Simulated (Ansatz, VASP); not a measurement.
## One calculation of CeO2, two programs

```
Ce O
1.0
     0.00000    2.75446    2.75446
     2.75446    0.00000    2.75446
     2.75446    2.75446    0.00000
Ce O
1 2
Direct
  0.00000 0.00000 0.00000
  0.25000 0.25000 0.25000
  0.75000 0.75000 0.75000
```

Alike in both runs: task single point; functional r2SCAN; k mesh 8 × 8 × 8; occupations gaussian, width 0.05 eV; no spin polarisation.

```csv
,VASP,Ansatz
version,VASP 6.6.1,Ansatz 0.2.0
potentials or method,"VASP PAW PBE potentials, release 64 (Ce, O), cutoff 520 eV","scalar-relativistic, plane waves, PAW"
valence electrons in the cell,24,24
```

```csv
,VASP,Ansatz,Ansatz less VASP
gap on the k mesh at the Fermi level (eV),2.03,2.07,+0.038
least direct gap on the mesh (eV),2.15,2.19,+0.037
pressure (GPa),-7.1,-6.9,+0.22
```

VASP's potentials were made for PBE, not for r2SCAN. With one functional, cell and mesh, what is left measures potentials, basis and numerics.

Neither program's run includes spin-orbit coupling.
